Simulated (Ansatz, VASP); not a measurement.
**Si2Ni: VASP beside Ansatz**

```
Si Ni
1.0
     0.00000    2.81134    2.81134
     2.81134    0.00000    2.81134
     2.81134    2.81134    0.00000
Si Ni
2 1
Cartesian
  1.4057 1.4057 1.4057
  4.2170 4.2170 4.2170
  0.0000 0.0000 0.0000
```

Alike in both runs: task single point; functional PBE; k mesh 14 × 14 × 14; occupations gaussian, width 0.1 eV; no spin polarisation.

```csv
,VASP,Ansatz
version,VASP 6.6.1,Ansatz 0.2.0
potentials or method,"VASP PAW PBE potentials, release 64 (Si, Ni), cutoff 520 eV","scalar-relativistic, plane waves, PAW"
valence electrons in the cell,18,26
```

|  | VASP | Ansatz | Ansatz less VASP |
| --- | --- | --- | --- |
| gap on the k mesh at the Fermi level (eV) | none | none | - |
| pressure (GPa) | -11.2 | -11.2 | +0.05 |

A gap of «none» marks a metal or a gap that the smearing closes. The functional is the same, so the differences come from potentials, cutoffs and numerics. VASP's potentials hold 18 valence electrons a cell and Ansatz's 26, so a difference there can come from the potentials and not from the codes.
